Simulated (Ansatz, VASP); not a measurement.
## One calculation of Mg3SnN2, two programs

```
CELL_PARAMETERS angstrom
2.67065 1.54190 4.20519
-2.67065 1.54190 4.20519
0.00000 -3.08381 4.20519
ATOMIC_POSITIONS crystal
Mg 0.00000 0.50000 0.00000
Mg 0.50000 0.00000 0.00000
Mg 0.00000 0.00000 0.50000
Sn 0.00000 0.00000 0.00000
N 0.62572 0.62572 0.62572
N 0.37428 0.37428 0.37428
```

Change from the starting cell: species swapped into the Tb2Al3Fe type (R-3m, No. 166).

Alike in both runs: task single point; functional PBE; k mesh 6 × 6 × 6; occupations gaussian, width 0.1 eV; no spin polarisation.

|  | VASP | Ansatz |
| --- | --- | --- |
| version | VASP 6.6.1 | Ansatz 0.2.0 |
| potentials or method | VASP PAW PBE potentials, release 64 (Mg, Sn_d, N), cutoff 520 eV | scalar-relativistic, plane waves, PAW |
| valence electrons in the cell | 30 | 54 |

Ansatz gave:

| Property | Result |
| --- | --- |
| gap on the k mesh at the Fermi level (eV) | none |
| pressure (GPa) | 3.2 |
| traceless stress, the component that is largest in VASP (GPa) | -1.29 |
| rms of the force components (eV/Å) | 0.129 |

Question: Which values does VASP return?

Answer: gap on the k mesh at the Fermi level (eV): none; pressure (GPa): 3.1; traceless stress, the component that is largest in VASP (GPa): -1.32; rms of the force components (eV/Å): 0.129.

Atom by atom the forces differ by 0.000 eV/Å (rms over components). A gap of «none» marks a metal or a gap that the smearing closes. VASP's potentials hold 30 valence electrons a cell and Ansatz's 54, so a difference there can come from the potentials and not from the codes.
